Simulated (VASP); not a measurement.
A run of VASP 6.6.1:

File INCAR:

```
ALGO = Normal
EDIFF = 1E-6
ENCUT = 520
GGA = PE
ISIF = 2
ISMEAR = 0
LASPH = T
LCHARG = F
LREAL = F
LWAVE = F
NBANDS = 41
NELM = 60
PREC = Accurate
SIGMA = 0.1
```

Contents of KPOINTS:

```
k-points
0
Gamma
  6 6 4
```

POSCAR

```
SiW2
1.0
    3.4372380600      0.0000000000      0.0000000000
    0.0000000000      3.4372380600      0.0000000000
    0.0000000000      0.0000000000      7.0542330000
Si W
2 4
Direct
    0.0000000000      0.5000000000      0.7260538900
    0.5000000000      0.0000000000      0.2739461100
    0.0000000000      0.0000000000      0.0000000000
    0.5000000000      0.5000000000      0.0000000000
    0.0000000000      0.5000000000      0.3686291600
    0.5000000000      0.0000000000      0.6313708400
```

Potentials or basis: VASP PAW PBE potentials, release 64 (Si, W_sv).

The run is started by

```sh
$ cat potpaw_PBE.64/Si/POTCAR potpaw_PBE.64/W_sv/POTCAR > POTCAR
$ mpirun -np 1 vasp_std > vasp.out
```

Hardware: 1 thread of Intel(R) Xeon(R) 6975P-C (Granite Rapids), on a shared host.

Q: Estimate the wall time of this run.

A: Run time: 42 s on 1 thread of Intel(R) Xeon(R) 6975P-C (Granite Rapids), on a shared host, peak memory 0.23 GiB. Counts: scf iterations 14, k points 30.
